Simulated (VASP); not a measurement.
Input of a VASP 6.6.1 run:

POSCAR

```
Ag
1.0
    2.8175650489      0.0000000000      0.0000000000
   -1.4087825245      2.4400829092      0.0000000000
    0.0000000000      0.0000000000     21.9386888823
Ag
9
Direct
    0.0000000000      0.0000000000      0.0000000000
    0.0000000000      0.0000000000      0.7777363806
    0.3333333333      0.6666666667      0.8889302861
    0.6666666667      0.3333333333      0.3333333333
    0.6666666667      0.3333333333      0.1110697139
    0.0000000000      0.0000000000      0.2222636194
    0.3333333333      0.6666666667      0.6666666667
    0.3333333333      0.6666666667      0.4444030473
    0.6666666667      0.3333333333      0.5555969527
```

INCAR.step1

```
SYSTEM = Ag
PREC = Accurate
ENCUT = 520
ISMEAR = 0
SIGMA = 0.1
LREAL = .False.
LASPH = .True.
NELM = 60
NBANDS = 60
GGA = PE
ALGO = Normal
EDIFF = 1E-4
LWAVE = .True.
LCHARG = .False.
```

File INCAR.step2:

```
SYSTEM = Ag
PREC = Accurate
ENCUT = 520
EDIFF = 1E-6
ISMEAR = 0
SIGMA = 0.1
LREAL = .False.
LASPH = .True.
NELM = 60
ALGO = Normal
ISIF = 2
LWAVE = .False.
LCHARG = .False.
METAGGA = R2SCAN
LMIXTAU = .True.
NBANDS = 60
ISTART = 1
```

The input KPOINTS:

```
regular mesh
0
Gamma
  12 12 2
  0 0 0
```

Potentials or basis: VASP PAW PBE potentials, release 64 (Ag).

Command:

```console
$ cat potpaw_PBE.64/Ag/POTCAR > POTCAR
$ cp INCAR.step1 INCAR
$ mpirun -np 1 vasp_std > vasp.out
$ cp INCAR.step2 INCAR
$ mpirun -np 1 vasp_std > vasp.out
```

**Question.** Estimate the pressure.

**Answer.** 4.6 GPa.

**Question.** Estimate the band gap on the k mesh.

**Answer.** Zero (an odd number of electrons rules out a gap without spin polarisation).

Stress tensor (GPa, compression positive):
```
6.77 0.00 0.00
0.00 6.77 0.00
0.00 0.00 0.14
```

Caveat: the cell differs from its parent crystal (biaxial strain in the a-b plane: -3.0 %, then relaxed in part); the stress differs along the axes, from 0 to 7 GPa; the PAW data sets were made with another functional, which shifts forces and pressure a little.
